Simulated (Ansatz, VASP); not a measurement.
## Two plane-wave programs on B3Au

```xyz
4
Lattice="3.4393 -0.1944 -0.1929 -0.1688 3.4406 -0.1929 -0.1688 -0.1676 3.4420" Properties=species:S:1:pos:R:3 pbc="T T T"
Au    0.0000    0.0000    0.0000
B     1.5508    0.7747    2.2984
B     2.3154    1.5337    0.7577
B     0.7862    2.3097    1.5280
```

Alike in both runs: functional PBE; k mesh 5 × 5 × 5; no spin polarisation.

Ansatz relaxed the structure, and its values are those at the end. VASP's run is a single point on that final structure, the one shown.

```csv
,VASP,Ansatz
version,VASP 6.6.1,Ansatz 0.2.0
potentials or method,"VASP PAW PBE potentials, release 64 (Au, B), cutoff 520 eV",PAW plane waves
occupations,"fermi-dirac, width 0.1 eV",fermi-dirac
valence electrons in the cell,20,28
```

VASP gave:

| Item | Value |
| --- | --- |
| gap on the k mesh at the Fermi level (eV) | none |
| pressure (GPa) | -0.2 |

Which values does Ansatz return?

gap on the k mesh at the Fermi level (eV): none; pressure (GPa): 0.0.

A gap of «none» marks a metal or a gap that the smearing closes. VASP's potentials hold 20 valence electrons a cell and Ansatz's 28, so a difference there can come from the potentials and not from the codes.

The k mesh is coarse, so the values compare programs but aren't converged. Neither program's run includes spin-orbit coupling.
